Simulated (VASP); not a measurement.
GaAs2, 6 atoms in the cell. The structure is tetragonal, space group I4_122 (No. 98). Conventional cell: a = 7.812 Å, b = 7.812 Å, c = 4.816 Å, α = 90.00°, β = 90.00°, γ = 90.00°. Within 3.7 Å of Ga (site symmetry 222) lie 8 As at 2.69 to 3.61 Å. As (site symmetry 2) has 2 As at 2.50 Å and 2 Ga at 2.69 Å within 3.3 Å. 

- Program: VASP 6.6.1
- Task: single point
- Functional: PBE
- Potentials or basis: VASP PAW PBE potentials, release 64 (Ga_d, As)
- Cutoff: 520 eV
- k mesh: 8 × 8 × 8
- Occupations: gaussian, width 0.1 eV
- Spin: no spin polarisation
- Dipole correction: no
- k mesh for the DOS: 12 × 12 × 12
- Occupations for the DOS: tetrahedron
- Further INCAR settings: ALGO = Normal; EDIFF = 1e-06; NBANDS = 32

Potentials or basis: VASP PAW PBE potentials, release 64 (Ga_d, As).

Command:

```console
$ cat potpaw_PBE.64/Ga_d/POTCAR potpaw_PBE.64/As/POTCAR > POTCAR
$ cp INCAR.step1 INCAR
$ cp KPOINTS.step1 KPOINTS
$ mpirun -np 1 vasp_std > vasp.out
$ cp INCAR.step2 INCAR
$ cp KPOINTS.step2 KPOINTS
$ mpirun -np 1 vasp_std > vasp.out
```

Hardware: 1 thread of Intel Xeon 8259CL, on a shared host.

**Question.** Estimate the wall time of this run.

**Answer.** Wall time 19 min on 1 thread of Intel Xeon 8259CL, on a shared host, peak memory 0.76 GiB. Counts: k points 163.
